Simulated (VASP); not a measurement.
Set up this calculation in VASP 6.6.1, as the native input.

```yaml
Task: single point
Functional: LDA
Potentials_or_basis: VASP PAW PBE potentials, release 64 (Lu)
Cutoff: 520 eV
k_mesh: 18 × 18 × 10
Occupations: fermi-dirac, width 0.1 eV
Spin: no spin polarisation
Dipole_correction: no
Further_INCAR_settings: ALGO = Normal; EDIFF = 1e-07; NBANDS = 32
```

The structure of Lu lies in POSCAR:

```
Lu
1.0
    3.3366788552      0.0000000000      0.0000000000
   -1.6683394276      2.8896486529      0.0000000000
    0.0000000000      0.0000000000      5.1814256571
Lu
2
Direct
    0.3333333333      0.6666666667      0.2500000000
    0.6666666667      0.3333333333      0.7500000000
```

The input as run:

INCAR

```
SYSTEM = Lu
  PREC = Accurate
  ENCUT = 520
  EDIFF = 1E-7
  ISMEAR = -1
  SIGMA = 0.1
  LREAL = .False.
  LASPH = .True.
  NELM = 60
  ALGO = Normal
  ISIF = 2
  LWAVE = .False.
  LCHARG = .True.
  GGA = CA
  LELF = .True.
  LVHAR = .True.
  NBANDS = 32
```

KPOINTS

```
Automatic mesh
0
Gamma
  18 18 10
  0 0 0
```

Potentials or basis: VASP PAW PBE potentials, release 64 (Lu).

Run with:

```bash
$ cat potpaw_PBE.64/Lu/POTCAR > POTCAR
$ mpirun -np 1 vasp_std > vasp.out
```

It gave:

```json
{
  "Pressure": "2.6 GPa",
  "Band gap on the k mesh": "zero (bands 25 and 26 overlap by 2.05 eV)"
}
```

Caveat: the PAW data sets were made with another functional, which shifts forces and pressure a little; spin-orbit coupling is left out, which moves the levels of the heavy elements.

Run time: 2.9 min on 1 thread of Intel(R) Xeon(R) 6975P-C (Granite Rapids) (shared host), peak memory 0.38 GiB.
